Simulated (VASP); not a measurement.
Here is a VASP 6.6.1 calculation.

Contents of INCAR:

```
SYSTEM = BN
PREC = Accurate
ENCUT = 600
EDIFF = 1E-6
ISMEAR = 0
SIGMA = 0.05
LREAL = .False.
LASPH = .True.
NELM = 120
ALGO = Normal
ISIF = 2
LWAVE = .False.
LCHARG = .False.
GGA = PE
IVDW = 12
NBANDS = 11
GGA_COMPAT = .False.
```

The input KPOINTS:

```
regular mesh
0
Gamma
  12 12 12
  0 0 0
```

The input POSCAR:

```
BN
1.0
    0.0000000000      3.5381625789      2.3852282867
    1.0530034306      0.0000000000      2.3852282867
    1.0530034306      3.5381625789      0.0000000000
B N
1 1
Direct
   -0.0080978865     -0.0080978865      1.0080978865
    0.6747978765      0.6747978765      0.3252021235
```

Potentials or basis: VASP PAW PBE potentials, release 64 (B, N).

The run is started by

```console
$ cat potpaw_PBE.64/B/POTCAR potpaw_PBE.64/N/POTCAR > POTCAR
$ mpirun -np 1 vasp_std > vasp.out
```

(1) What does it give for the band gap on the k mesh?

(2) Predict the largest force.

(3) Predict the dispersion energy per atom.

Answers

(1) 0.54 eV (least direct gap 2.31 eV).

(2) 0.045 eV/Å.

(3) -0.133 eV.

Caveat: the cell differs from its parent crystal (strain +e along x and -e along y -0.1100, strain +e along z and -e/2 along x and y +0.1000); semilocal functionals underestimate gaps, and a narrow one can read as zero.
